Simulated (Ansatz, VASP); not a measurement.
# Mg: VASP beside Ansatz

```
CELL_PARAMETERS angstrom
3.16173 0.00000 0.00000
-1.58086 2.73814 0.00000
0.00000 0.00000 3.20174
ATOMIC_POSITIONS crystal
Mg 0.00000 0.00000 0.00000
```

Alike in both runs: task single point; functional PBE; k mesh 15 × 15 × 14; occupations gaussian, width 0.1 eV; no spin polarisation.

|  | VASP | Ansatz |
| --- | --- | --- |
| version | VASP 6.6.1 | Ansatz 0.2.0 |
| potentials or method | VASP PAW PBE potentials, release 64 (Mg), cutoff 600 eV | scalar-relativistic, plane waves, PAW |
| valence electrons in the cell | 2 | 10 |

|  | VASP | Ansatz | Ansatz less VASP |
| --- | --- | --- | --- |
| gap on the k mesh at the Fermi level (eV) | none | none | - |
| pressure (GPa) | -1.9 | -1.8 | +0.08 |
| traceless stress, the component that is largest in VASP (GPa) | -0.12 | -0.14 | -0.021 |

A gap of «none» marks a metal or a gap that the smearing closes. VASP's potentials hold 2 valence electrons a cell and Ansatz's 10, so a difference there can come from the potentials and not from the codes.
